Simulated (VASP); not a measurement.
Write the native input for VASP 6.6.1 that does the following.

```
Task                   : single point
Functional             : PBEsol
Potentials or basis    : VASP PAW PBE potentials, release 64 (Ni, O)
Cutoff                 : 520 eV
k mesh                 : 10 × 10 × 10
Occupations            : gaussian, width 0.05 eV
Spin                   : collinear spin, ferromagnetic start
Starting moments       : [2.0, 0.0] μB
Hubbard terms          : Ni d U = 7.2 eV
Dipole correction      : no
Further INCAR settings : ALGO = Normal; EDIFF = 1e-06; NBANDS = 19
```

The structure of NiO lies in POSCAR:

```
NiO
1.0
    0.0000000000      2.0913095126      2.0913095126
    2.0913095126      0.0000000000      2.0913095126
    2.0913095126      2.0913095126      0.0000000000
Ni O
1 1
Direct
    0.0000000000      0.0000000000      0.0000000000
    0.5000000000      0.5000000000      0.5000000000
```

The input as run:

INCAR

```
PREC = Accurate
ENCUT = 520
EDIFF = 1E-6
ISMEAR = 0
SIGMA = 0.05
LREAL = False
LASPH = True
NELM = 150
ALGO = Normal
ISIF = 2
LWAVE = False
LCHARG = False
ISPIN = 2
MAGMOM = 2 0
LORBIT = 11
LMAXMIX = 4
LDAU = True
LDAUTYPE = 2
LDAUL = 2 -1
LDAUU = 7.2 0
LDAUJ = 0 0
LDAUPRINT = 1
GGA = PS
NBANDS = 19
```

KPOINTS

```
Automatic mesh
0
Gamma
  10 10 10
```

Potentials or basis: VASP PAW PBE potentials, release 64 (Ni, O).

Command:

```sh
$ cat potpaw_PBE.64/Ni/POTCAR potpaw_PBE.64/O/POTCAR > POTCAR
$ mpirun -np 1 vasp_std > vasp.out
```

It gave:

```json
{
  "Pressure": "-9.6 GPa",
  "Band gap on the k mesh": "2.79 eV, indirect (least direct gap 3.44 eV)",
  "Net moment": "2.00 μB per cell",
  "Site moments": "Ni +1.85; O +0.15 μB",
  "Valence electrons inside the program's atomic spheres": "Ni 9.02; O 5.00"
}
```

Caveat: the PAW data sets were made with another functional, which shifts forces and pressure a little; a cell with one magnetic atom can't hold antiferromagnetic order, which such compounds often take.

Wall time 13 s on 1 thread of Intel(R) Xeon(R) 6975P-C (Granite Rapids) (shared host), peak memory 0.16 GiB.
